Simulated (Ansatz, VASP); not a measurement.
Au: VASP beside Ansatz

File INCAR:

```
  PREC = Accurate
  ENCUT = 520
  EDIFF = 1E-6
  ISMEAR = -1
  SIGMA = 0.1
  LREAL = F
  LASPH = T
  NELM = 80
  ALGO = Normal
  ISIF = 2
  LWAVE = F
  LCHARG = F
  GGA = PS
  NBANDS = 18
```

Contents of KPOINTS:

```
Automatic mesh
0
Gamma
  13 13 7
```

File POSCAR:

```
Au
1.0
    2.9753581472      0.0000000000      0.0000000000
   -1.4876790736      2.5767360784      0.0000000000
    0.0000000000      0.0000000000      5.0068095719
Au
2
Direct
    0.3333333333      0.6666666667      0.7500000000
    0.6666666667      0.3333333333      0.2500000000
```

Input for Ansatz:

```yaml
crystal:
  lattice:
    - [2.9753581472174524, 0.0, 0.0]
    - [-1.4876790736087262, 2.5767360784223468, 0.0]
    - [0.0, 0.0, 5.006809571869368]
  atoms:
    - { symbol: Au, position: [0.3333333333333333, 0.6666666666666666, 0.75] }
    - { symbol: Au, position: [0.6666666666666666, 0.3333333333333333, 0.25] }
basis:
  ecutwfc: 500.0
kpoints:
  mp_grid:
    grid: [13, 13, 7]
hamiltonian:
  xc: pbesol
scf:
  occupations:
    method: fermi_dirac
output:
  stress: true
```

Alike in both runs: task single point; functional PBEsol; k mesh 13 × 13 × 7; no spin polarisation.

|  | VASP | Ansatz |
| --- | --- | --- |
| version | VASP 6.6.1 | Ansatz 0.2.0 |
| potentials or method | VASP PAW PBE potentials, release 64 (Au), cutoff 520 eV | plane waves, PAW |
| occupations | fermi-dirac, width 0.1 eV | fermi-dirac |
| valence electrons in the cell | 22 | 38 |

```tsv
	VASP	Ansatz	Ansatz less VASP
pressure (GPa)	-14.8	-14.6	+0.16
traceless stress, the component that is largest in VASP (GPa)	0.44	0.44	+0.004
```

VASP's potentials were made for PBE, not for PBEsol. VASP's potentials hold 22 valence electrons a cell and Ansatz's 38, so a difference there can come from the potentials and not from the codes.

Neither program's run includes spin-orbit coupling.
